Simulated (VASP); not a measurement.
# Sn (Fd-3m) in VASP: single point with PBE

Aim: the single point of Sn with PBE.

All numbers are computed with VASP 6.6.1; they aren't measurements. Logs are shortened: lines on timing, memory, paths and dates and some standing lists are left out, and cuts for length are marked.

### 1 The cell of the first run

The structure is cubic, space group Fd-3m (No. 227). Conventional cell: a = 6.656 Å, b = 6.656 Å, c = 6.656 Å, α = 90.00°, β = 90.00°, γ = 90.00°. Within 3.8 Å of Sn (site symmetry -43m) lie 4 Sn at 2.88 Å.

This isn't the form of Sn at room conditions, which is tetragonal (white tin).

### 2 Single point, PBE

File INCAR:

```
PREC = Accurate
ENCUT = 520
EDIFF = 1E-7
ISMEAR = 0
SIGMA = 0.15
LREAL = False
LASPH = True
NELM = 100
ALGO = Fast
ISIF = 2
LWAVE = False
LCHARG = True
GGA = PE
LELF = True
LVHAR = True
NBANDS = 66
```

File KPOINTS:

```
Automatic mesh
0
Gamma
  10 10 10
```

File POSCAR:

```
Sn
1.0
    6.6562955611      0.0000000000      0.0000000000
    0.0000000000     -6.6562955611      0.0000000000
    0.0000000000      0.0000000000     -6.6562955611
Sn
8
Direct
    0.5000000000      0.0000000000      0.0000000000
    0.0000000000      0.5000000000      0.0000000000
    0.0000000000      0.0000000000      0.5000000000
    0.5000000000      0.5000000000      0.5000000000
    0.7500000000      0.7500000000      0.7500000000
    0.2500000000      0.2500000000      0.7500000000
    0.2500000000      0.7500000000      0.2500000000
    0.7500000000      0.2500000000      0.2500000000
```

Potentials or basis: VASP PAW PBE potentials, release 64 (Sn_d).

The run is started by

```bash
$ cat potpaw_PBE.64/Sn_d/POTCAR > POTCAR
$ mpirun -np 1 vasp_std > vasp.out
```

OUTCAR:

```text
PREC = Accurate
   ENCUT = 520
   EDIFF = 1E-7
   ISMEAR = 0
   LREAL = False
   LASPH = True
   NELM = 100
   ISIF = 2
   GGA = PE

 ion  position               nearest neighbor table
   1  0.500  0.000  0.000-   5 2.88   6 2.88   7 2.88   8 2.88
   2  0.000  0.500  0.000-   5 2.88   6 2.88   7 2.88   8 2.88
   3  0.000  0.000  0.500-   5 2.88   6 2.88   7 2.88   8 2.88
   4  0.500  0.500  0.500-   5 2.88   6 2.88   7 2.88   8 2.88
   5  0.750  0.750  0.750-   1 2.88   2 2.88   3 2.88   4 2.88
   6  0.250  0.250  0.750-   1 2.88   2 2.88   3 2.88   4 2.88
   7  0.250  0.750  0.250-   1 2.88   2 2.88   3 2.88   4 2.88
   8  0.750  0.250  0.250-   1 2.88   2 2.88   3 2.88   4 2.88

  LATTYP: Found a simple cubic cell.
 ALAT       =     6.6562955611

  Lattice vectors:

 A1 = (   6.6562955611,   0.0000000000,   0.0000000000)
 A2 = (   0.0000000000,  -6.6562955611,   0.0000000000)
 A3 = (   0.0000000000,   0.0000000000,  -6.6562955611)

Analysis of symmetry for initial positions (statically):
=====================================================================
 Subroutine PRICEL returns following result:

  LATTYP: Found a face centered cubic cell.
 ALAT       =     6.6562955611

  Lattice vectors:

 A1 = (   3.3281477806,   3.3281477806,   0.0000000000)
 A2 = (   3.3281477806,   0.0000000000,  -3.3281477805)
 A3 = (   0.0000000000,   3.3281477806,  -3.3281477806)

   4 primitive cells build up your supercell.

 Routine SETGRP: Setting up the symmetry group for a
 simple cubic supercell.

 Subroutine GETGRP returns: Found 48 space group operations
 (whereof 24 operations were pure point group operations)
 out of a pool of 48 trial point group operations.

The static configuration has the point symmetry T_d .
 The point group associated with its full space group is O_h .

Analysis of symmetry for dynamics (positions and initial velocities):
=====================================================================
 Subroutine PRICEL returns following result:

  LATTYP: Found a face centered cubic cell.
 ALAT       =     6.6562955611

  Lattice vectors:

 A1 = (   3.3281477806,   3.3281477806,   0.0000000000)
 A2 = (   3.3281477806,   0.0000000000,  -3.3281477805)
 A3 = (   0.0000000000,   3.3281477806,  -3.3281477806)

[... 112 lines left out ...]
   EDIFFG = 0.1E-05   stopping-criterion for IOM
   NSW    =      0    number of steps for IOM
   IBRION =     -1    ionic relax: 0-MD 1-quasi-New 2-CG
   NFREE  =      0    steps in history (QN), initial steepest desc. (CG)
   ISIF   =      2    stress and relaxation
   ISYM   =      2    0-nonsym 1-usesym 2-fastsym
   POTIM  = 0.5000    time-step for ionic-motion
   TEBEG  =    0.0;   TEEND  =   0.0 temperature during run
   PSTRESS=    0.0 pullay stress
   NELECT =     112.0000    total number of electrons
   NUPDOWN=      -1.0000    fix difference up-down
   EMIN   =  10.00;   EMAX   =-10.00  energy-range for DOS
   EFERMI =   0.00;   METHOD = LEGACY
   ISMEAR =     0;   SIGMA  =   0.15  broadening in eV -4-tet -1-fermi 0-gaus
   EFERMI_NEDOS =   21; number of points for ismear=-14 and -15
   IALGO  =     68    algorithm
   IMIX   =      4    mixing-type and parameters
     AMIX     =   0.40;   BMIX     =  1.00
     AMIX_MAG =   1.60;   BMIX_MAG =  1.00
  volume/ion in A,a.u.               =      36.86       248.77
  Fermi-wavevector in a.u.,A,eV,Ry     =   1.185536  2.240339 19.122943  1.405497
  Thomas-Fermi vector in A             =   2.321728
   LORBIT       =      0    0 simple, 1 ext, 2 COOP (PROOUT), +10 PAW based schemes
   GGA     = PE    functional components
   LHFCALC =     F    Hartree Fock is set to
   AEXX    =    0.0000 exact exchange contribution
   IVDW    =     0    specifies the selected vdW correction
   LEPSILON=     F    determine dielectric tensor
   LRPA    =     F    only Hartree local field effects (RPA)
 non-spin polarized calculation
 RMM-DIIS sequential band-by-band and
 Gauss-broadening in eV      SIGMA  =   0.15
  energy-cutoff  :      520.00
  volume of cell :      294.92
 maximum number of plane-waves:      8025
 NGX is ok and might be reduce to    50
   NGX = 25   NGY = 25   NGZ = 25

 number of electron     112.0000132 magnetization

 Free energy of the ion-electron system (eV)
  ---------------------------------------------------
  ext. energy  EPLUGINS =         0.00000000
  ---------------------------------------------------
  free energy    TOTEN  =       -30.77627731 eV

  energy without entropy =      -30.76971307  energy(sigma->0) =      -30.77299519

 E-fermi :   4.8863     XC(G=0):  -8.5468

 val. band max:        4.8161782720   @ k =   0.1000   0.0000   0.0000
 cond. band min:       4.9062987232   @ k =   0.1000   0.1000   0.0000
 fundamental gap:      0.0901204512
 Fermi energy:         4.8863161938

 k-point     1 :       0.0000    0.0000    0.0000
  band No.  band energies     occupation
      1     -16.7258      2.00000
      2     -16.7258      2.00000
      3     -16.7258      2.00000
      4     -16.7258      2.00000
      5     -16.7258      2.00000
      6     -16.7258      2.00000
[... 1645 lines left out ...]
     65       8.1457      0.00000
     66       8.3585      0.00000

 [... further k-points ...]

------------------------ aborting loop because EDIFF is reached ----------------------------------------

  FORCE on cell =-STRESS in cart. coord.  units (eV):
  Direction    XX          YY          ZZ          XY          YZ          ZX
  --------------------------------------------------------------------------------------
  -------------------------------------------------------------------------------------
  Total       -0.1506585     -0.1506585     -0.1506585      0.0000000      0.0000000     -0.0000000
  in kB       -0.8184769     -0.8184769     -0.8184769      0.0000000      0.0000000     -0.0000000
  external PRESSURE =      -0.8184769 kB  Pullay stress =       0.0000000 kB

 VOLUME and BASIS-vectors are now :
 -----------------------------------------------------------------------------
  energy-cutoff  :      520.00
  volume of cell :      294.92
      direct lattice vectors                 reciprocal lattice vectors
     6.656295561  0.000000000  0.000000000     0.150233713  0.000000000  0.000000000
     0.000000000 -6.656295561  0.000000000     0.000000000 -0.150233713  0.000000000
     0.000000000  0.000000000 -6.656295561     0.000000000  0.000000000 -0.150233713

 POSITION                                       TOTAL-FORCE (eV/Angst)
 -----------------------------------------------------------------------------------
      3.32815      0.00000      0.00000        -0.000000      0.000000      0.000000
      0.00000     -3.32815      0.00000        -0.000000      0.000000     -0.000000
      0.00000      0.00000     -3.32815         0.000000     -0.000000      0.000000
      3.32815     -3.32815     -3.32815        -0.000000      0.000000      0.000000
      4.99222     -4.99222     -4.99222         0.000000     -0.000000     -0.000000
      1.66407     -1.66407     -4.99222        -0.000000      0.000000     -0.000000
      1.66407     -4.99222     -1.66407         0.000000     -0.000000     -0.000000
      4.99222     -1.66407     -1.66407        -0.000000      0.000000     -0.000000
 -----------------------------------------------------------------------------------
    total drift:                                0.000000      0.000000      0.000000

  FREE ENERGIE OF THE ION-ELECTRON SYSTEM (eV)
  ---------------------------------------------------
  free  energy   TOTEN  =       -30.7762773076 eV

  energy  without entropy=      -30.7697130703  energy(sigma->0) =      -30.77299519
```

OSZICAR:

```text
N       E                     dE             d eps       ncg     rms          rms(c)
DAV:   1     0.130073714023E+04    0.13007E+04   -0.55045E+04  7792   0.243E+03
DAV:   2     0.188927460896E+03   -0.11118E+04   -0.10920E+04  7392   0.682E+02
DAV:   3    -0.165942007104E+02   -0.20552E+03   -0.19798E+03  8154   0.236E+02
[... 15 lines left out ...]
RMM:  19    -0.307762766027E+02   -0.11289E-05   -0.20284E-07  5778   0.180E-03    0.158E-03
RMM:  20    -0.307762770162E+02   -0.41350E-06   -0.69356E-08  4328   0.114E-03    0.695E-04
RMM:  21    -0.307762771477E+02   -0.13145E-06   -0.30085E-08  4230   0.821E-04    0.422E-04
RMM:  22    -0.307762772590E+02   -0.11133E-06   -0.21360E-08  4116   0.692E-04    0.132E-04
RMM:  23    -0.307762773076E+02   -0.48585E-07   -0.20110E-08  3349   0.581E-04
   1 F= -.30776277E+02 E0= -.30772995E+02  d E =-.656424E-02
```

stdout:

```text
POSCAR found type information on POSCAR Sn
 POSCAR found :  1 types and       8 ions
[... 12 lines left out ...]
 num prob  num prob  num prob  num prob  num prob  num prob  num prob  num prob  num prob  num prob  num prob  num prob  num prob  num prob  num prob  num prob  num prob WARNING in EDDRMM: call to ZHEGV failed, returncode =   8  4     56
 num prob WARNING in EDDRMM: call to ZHEGV failed, returncode =   8  4     55
 num prob  num prob  num prob  num prob  num prob  num prob  num prob WARNING in EDDRMM: call to ZHEGV failed, returncode =   6  3     64
 num prob  num prob  num prob  num prob  num prob  num prob  num prob RMM:  23    -0.307762773076E+02   -0.48585E-07   -0.20110E-08  3349   0.581E-04
```

It took 41 min on 1 thread of Oxide Virtual Turin-like, shared host; peak memory 0.78 GiB.

Results:

* Free energy: -30.7763 eV
* Pressure: -0.1 GPa
* Band gap on the k mesh: zero (bands 56 and 57 overlap by 0.23 eV)

Caveat: spin-orbit coupling is left out, which moves the levels of the heavy elements.

The gap in the log of VASP goes by the Fermi energy; the results here count the filled bands.